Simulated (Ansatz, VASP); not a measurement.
**One calculation of AlNi, two programs**

File INCAR:

```
SYSTEM = AlNi
PREC = Accurate ; ENCUT = 520
EDIFF = 1E-6 ; ISMEAR = 0
SIGMA = 0.15 ; LREAL = .FALSE.
LASPH = .TRUE. ; NELM = 100
ALGO = Fast ; ISIF = 2
LWAVE = .FALSE. ; LCHARG = .TRUE.
GGA = PS ; LELF = .TRUE.
LVHAR = .TRUE. ; NBANDS = 14
```

File KPOINTS:

```
regular mesh
0
G
  16 16 16
  0 0 0
```

POSCAR

```
AlNi
1.0
    1.9874914371     -1.9874386223      0.0000000000
    1.9874914371      1.9874386223      0.0000000000
    0.0000000000      0.0000000000      2.6394000000
Al Ni
1 1
Direct
    0.0000000000      0.0000000000      0.0000000000
    0.5000000000      0.5000000000      0.5000000000
```

Input for Ansatz:

```yaml
crystal:
  lattice:
    - [1.9874914371, -1.9874386223, 0.0]
    - [1.9874914371, 1.9874386223, 0.0]
    - [0.0, 0.0, 2.6394]
  atoms:
    - { symbol: Al, position: [0.0, 0.0, 0.0] }
    - { symbol: Ni, position: [0.5, 0.5, 0.5] }
basis:
  ecutwfc: 520.0
kpoints:
  mp_grid: { grid: [16, 16, 16] }
hamiltonian:
  xc: pbesol
  pseudopotentials: { kind: paw, azcp: { folder: soft_1 } }
scf:
  occupations: { method: gaussian, width: 0.15 }
output:
  forces: true
  stress: true
  eigenvalues: true
```

Alike in both runs: task single point; functional PBEsol; k mesh 16 × 16 × 16; occupations gaussian, width 0.15 eV; no spin polarisation.

|  | VASP | Ansatz |
| --- | --- | --- |
| version | VASP 6.6.1 | Ansatz 0.2.0 |
| potentials or method | VASP PAW PBE potentials, release 64 (Al, Ni), cutoff 520 eV | scalar-relativistic, plane waves, PAW |
| valence electrons in the cell | 13 | 21 |

|  | VASP | Ansatz | Ansatz less VASP |
| --- | --- | --- | --- |
| gap on the k mesh at the Fermi level (eV) | none | none | - |
| pressure (GPa) | 26.6 | 26.4 | -0.23 |
| traceless stress, the component that is largest in VASP (GPa) | 5.83 | 5.73 | -0.097 |

VASP's potentials were made for PBE, not for PBEsol, and Ansatz warns of the same on its side. A gap of «none» marks a metal or a gap that the smearing closes. VASP's potentials hold 13 valence electrons a cell and Ansatz's 21, so a difference there can come from the potentials and not from the codes. Ansatz's warnings: near symmetry operations not taken.
